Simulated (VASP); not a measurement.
A run of VASP 6.6.1 is set up as follows.

INCAR

```
SYSTEM = NbN
PREC = Accurate ; ENCUT = 520
EDIFF = 1E-6 ; ISMEAR = 0
SIGMA = 0.1 ; LREAL = .FALSE.
LASPH = .TRUE. ; NELM = 100
ALGO = Normal ; ISIF = 2
LWAVE = .FALSE. ; LCHARG = .TRUE.
LDIPOL = .TRUE. ; IDIPOL = 3
DIPOL = 0.5 0.5 0.500 ; GGA = PS
LELF = .TRUE. ; LVHAR = .TRUE.
LVACPOTAV = .TRUE. ; NBANDS = 56
```

KPOINTS

```
regular mesh
0
G
  12 12 1
  0 0 0
```

Contents of POSCAR:

```
NbN
1.0
    3.0974787953      0.0000000000      0.0000000000
   -1.5487393976      2.6824953244      0.0000000000
    0.0000000000      0.0000000000     26.3808638062
Nb N
5 5
Direct
    0.3333333333      0.6666666667      0.2882726764
    0.0000000000      0.0000000000      0.3797970001
    0.6666666667      0.3333333333      0.4763408932
    0.3333333333      0.6666666667      0.5732535202
    0.0000000000      0.0000000000      0.6726529803
    0.6666666667      0.3333333333      0.3308435227
    0.3333333333      0.6666666667      0.4266693230
    0.0000000000      0.0000000000      0.5239531774
    0.6666666667      0.3333333333      0.6213814987
    0.3333333333      0.6666666667      0.7068354080
```

Potentials or basis: VASP PAW PBE potentials, release 64 (Nb_sv, N).

Run with:

```console
$ cat potpaw_PBE.64/Nb_sv/POTCAR potpaw_PBE.64/N/POTCAR > POTCAR
$ mpirun -np 1 vasp_std > vasp.out
```

Problem. Estimate the largest force.

Solution. 0.020 eV/Å.

Problem. What does it give for the band gap on the k mesh?

Solution. Zero (bands 45 and 46 overlap by 1.73 eV).

Forces on the atoms (eV/Å):
```
Nb   0.000  0.000  0.020
Nb   0.000  0.000 -0.003
Nb   0.000  0.000  0.004
Nb   0.000  0.000 -0.002
Nb   0.000  0.000  0.004
N    0.000  0.000 -0.002
N    0.000  0.000 -0.003
N    0.000  0.000  0.000
N    0.000  0.000 -0.006
N    0.000  0.000 -0.013
```

Caveat: the PAW data sets were made with another functional, which shifts forces and pressure a little.
